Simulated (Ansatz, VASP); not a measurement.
## Au: VASP beside Ansatz

The input POSCAR:

```
Au
1.0
   -1.4157285255      1.4157285255      1.4157285255
    1.4157285255     -1.4157285255      1.4157285255
    1.4157285255      1.4157285255     -1.4157285255
Au
1
Direct
    0.0000000000      0.0000000000      0.0000000000
```

The input INCAR.step1:

```
SYSTEM = Au
PREC = Accurate ; ENCUT = 520
ISMEAR = 0 ; SIGMA = 0.1
LREAL = .False. ; LASPH = .True.
NELM = 80 ; NBANDS = 12
GGA = PE ; ALGO = Normal
EDIFF = 1E-4 ; LWAVE = .True.
LCHARG = .False.
```

File INCAR.step2:

```
SYSTEM = Au
PREC = Accurate ; ENCUT = 520
EDIFF = 1E-6 ; ISMEAR = 0
SIGMA = 0.1 ; LREAL = .False.
LASPH = .True. ; NELM = 80
ALGO = Normal ; ISIF = 2
LWAVE = .False. ; LCHARG = .False.
METAGGA = R2SCAN ; LMIXTAU = .True.
NBANDS = 12 ; ISTART = 1
```

KPOINTS

```
Automatic mesh
0
Gamma
  20 20 20
  0 0 0
```

Input for Ansatz:

```yaml
crystal:
  lattice:
    - [-1.4157285255, 1.4157285255, 1.4157285255]
    - [1.4157285255, -1.4157285255, 1.4157285255]
    - [1.4157285255, 1.4157285255, -1.4157285255]
  atoms:
    - { symbol: Au, position: [0.0, 0.0, 0.0] }
basis:
  ecutwfc: 500
kpoints:
  mp_grid: { grid: [20, 20, 20] }
hamiltonian:
  xc: r2scan
scf:
  occupations: { method: gaussian, width: 0.1 }
output:
  forces: true
  stress: true
  eigenvalues: true
```

Alike in both runs: task single point; functional r2SCAN; k mesh 20 × 20 × 20; occupations gaussian, width 0.1 eV; no spin polarisation.

|  | VASP | Ansatz |
| --- | --- | --- |
| version | VASP 6.6.1 | Ansatz 0.2.0 |
| potentials or method | VASP PAW PBE potentials, release 64 (Au), cutoff 520 eV | scalar-relativistic, plane waves, PAW |
| valence electrons in the cell | 11 | 19 |

|  | VASP | Ansatz | Ansatz less VASP |
| --- | --- | --- | --- |
| gap on the k mesh at the Fermi level (eV) | none | none | - |
| pressure (GPa) | 234.4 | 229.5 | -4.98 |

VASP's potentials were made for PBE, not for r2SCAN. A gap of «none» marks a metal or a gap that the smearing closes. Both programs put the cell under a high pressure, so it lies far from rest at this level. VASP's potentials hold 11 valence electrons a cell and Ansatz's 19, so a difference there can come from the potentials and not from the codes.

Spin-orbit coupling is off throughout. Noted on VASP's run: the cell as given lies far from equilibrium.
